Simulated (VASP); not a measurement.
Wanted: the native input for a VASP 6.6.1 run.

```
Task                   : relaxation of cell and atoms
Functional             : PBE
Potentials or basis    : VASP PAW PBE potentials, release 64 (Pt)
Cutoff                 : 500 eV
k mesh                 : 10 × 10 × 10
Occupations            : gaussian, width 0.05 eV
Spin                   : no spin polarisation
Dipole correction      : no
Further INCAR settings : ALGO = Normal; EDIFF = 1e-07; IBRION = 2; EDIFFG = -0.01; NSW = 80; ISIF = 3
```

The structure of Pt lies in POSCAR:

```
Pt
1.0
    1.5550000000      1.5550000000      1.5550000000
   -1.5550000000      1.5550000000      1.5550000000
   -1.5550000000     -1.5550000000      1.5550000000
Pt
1
Direct
    0.0000000000      0.0000000000      0.0000000000
```

This isn't the form of Pt at room conditions, which is fcc.

The input as run:

INCAR

```
ALGO     = Normal         # electronic algorithm
EDIFF    = 1E-7           # SCF threshold, eV
EDIFFG   = -0.01          # ionic threshold
ENCUT    = 500            # plane-wave cutoff, eV
GGA      = PE             # functional
GGA_COMPAT= F            
IBRION   = 2              # ionic algorithm
ISIF     = 3              # what is computed and relaxed
ISMEAR   = 0              # smearing method
LASPH    = T              # aspherical terms in the spheres
LCHARG   = F              # write CHGCAR
LREAL    = F              # projectors in reciprocal space
LWAVE    = F              # write WAVECAR
NELM     = 120            # most SCF steps
NELMIN   = 4            
NSW      = 80             # ionic steps
PREC     = Accurate       # precision mode
SIGMA    = 0.05           # smearing width, eV
```

KPOINTS

```
k-points
0
Gamma
  10 10 10
```

Potentials or basis: VASP PAW PBE potentials, release 64 (Pt).

The run is started by

```sh
$ cat potpaw_PBE.64/Pt/POTCAR > POTCAR
$ mpirun -np 1 vasp_std > vasp.out
```

Results of the run:

```yaml
Relaxed_volume: 15.81 Å³/atom
Relaxed_cell: a = 2.738 Å, b = 2.738 Å, c = 2.738 Å, α = 70.53°, β = 109.47°, γ = 70.53°
Space_group_after_relaxing_to_0.1_Å: Im-3m (No. 229)
Energy_gained_by_relaxing: 30.1 meV/atom
Ionic_steps: 4
Pressure_after_relaxing: 0.0 GPa
Band_gap_on_the_k_mesh: zero (bands 5 and 6 overlap by 2.11 eV)
```

Caveat: spin-orbit coupling is left out, which moves the levels of the heavy elements.

Run time: 30 s on 1 thread of Intel(R) Xeon(R) Platinum 8375C CPU @ 2.90GHz (Ice Lake) (shared host), peak memory 0.13 GiB.
